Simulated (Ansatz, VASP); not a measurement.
## AlN: VASP beside Ansatz

Contents of INCAR:

```
SYSTEM = AlN
PREC = Accurate ; ENCUT = 520
EDIFF = 1E-7 ; ISMEAR = 0
SIGMA = 0.01 ; LREAL = .False.
LASPH = .True. ; NELM = 100
ALGO = Normal ; ISIF = 2
LWAVE = .False. ; LCHARG = .False.
GGA = PE ; NBANDS = 16
```

File KPOINTS:

```
Automatic mesh
0
Gamma
  9 9 4
  0 0 0
```

The input POSCAR:

```
AlN
1.0
    3.1301934368      0.0000000000      0.0000000000
   -1.5650967184      2.7108270350      0.0000000000
    0.0000000000      0.0000000000      5.0179194733
Al N
2 2
Direct
    0.3333333333      0.6666666667     -0.0032711565
    0.6666666667      0.3333333333      0.4967288435
    0.3333333333      0.6666666667      0.3782711565
    0.6666666667      0.3333333333      0.8782711565
```

Input for Ansatz:

```yaml
crystal:
  lattice:
    - [3.1301934368, 0.0, 0.0]
    - [-1.5650967184, 2.710827035, 0.0]
    - [0.0, 0.0, 5.0179194733]
  atoms:
    - { symbol: Al, position: [0.3333333333, 0.6666666667, -0.0032711565] }
    - { symbol: Al, position: [0.6666666667, 0.3333333333, 0.4967288435] }
    - { symbol: "N", position: [0.3333333333, 0.6666666667, 0.3782711565] }
    - { symbol: "N", position: [0.6666666667, 0.3333333333, 0.8782711565] }
kpoints:
  mp_grid: { grid: [9, 9, 4] }
hamiltonian:
  xc: pbe
scf:
  occupations: { method: fixed }
  n_extra_bands: 5
output:
  forces: true
  stress: true
  eigenvalues: true
```

Alike in both runs: task single point; functional PBE; k mesh 9 × 9 × 4; no spin polarisation.

|  | VASP | Ansatz |
| --- | --- | --- |
| version | VASP 6.6.1 | Ansatz 0.2.0 |
| potentials or method | VASP PAW PBE potentials, release 64 (Al, N) | plane waves, PAW |
| plane-wave cutoff (eV) | 520 | 420 |
| occupations | gaussian, width 0.01 eV | fixed |
| valence electrons in the cell | 16 | 16 |

Ansatz gave:

```
gap on the k mesh at the Fermi level (eV) : 4.03
pressure (GPa)                            : 0.0
```

What did VASP give for the same quantities?

gap on the k mesh at the Fermi level (eV): 4.04; pressure (GPa): -0.3.
